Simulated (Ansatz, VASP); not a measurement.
**One calculation of Hf4N, two programs**

```
Hf N
1.0
     4.49404    0.00000    0.00000
     0.00000    4.49404    0.00000
     0.00000    0.00000    4.49404
Hf N
4 1
Direct
  0.00000 0.00000 0.00000
  0.50000 0.50000 0.00000
  0.50000 0.00000 0.50000
  0.00000 0.50000 0.50000
  0.50000 0.50000 0.50000
```

Change from the starting cell: species swapped into the Mn4N type (Pm-3m, No. 221).

Alike in both runs: task relaxation of cell and atoms; functional PBE; k mesh 4 × 4 × 4; occupations gaussian, width 0.2 eV; no spin polarisation.

|  | VASP | Ansatz |
| --- | --- | --- |
| version | VASP 6.6.1 | Ansatz 0.2.0 |
| potentials or method | VASP PAW PBE potentials, release 64 (Hf_pv, N), cutoff 600 eV | scalar-relativistic, plane waves, PAW |
| valence electrons in the cell | 45 | 109 |

```tsv
	VASP	Ansatz	Ansatz less VASP
gap on the k mesh at the Fermi level, each at its own relaxed structure (eV)	none	none	-
relaxed volume (Å³/atom)	18.25	18.36	+0.107
relaxed cell length with the largest relative difference (Å)	4.502	4.511	+0.0088
```

A gap of «none» marks a metal or a gap that the smearing closes. VASP's potentials hold 45 valence electrons a cell and Ansatz's 109, so a difference there can come from the potentials and not from the codes.

Neither program's run includes spin-orbit coupling.
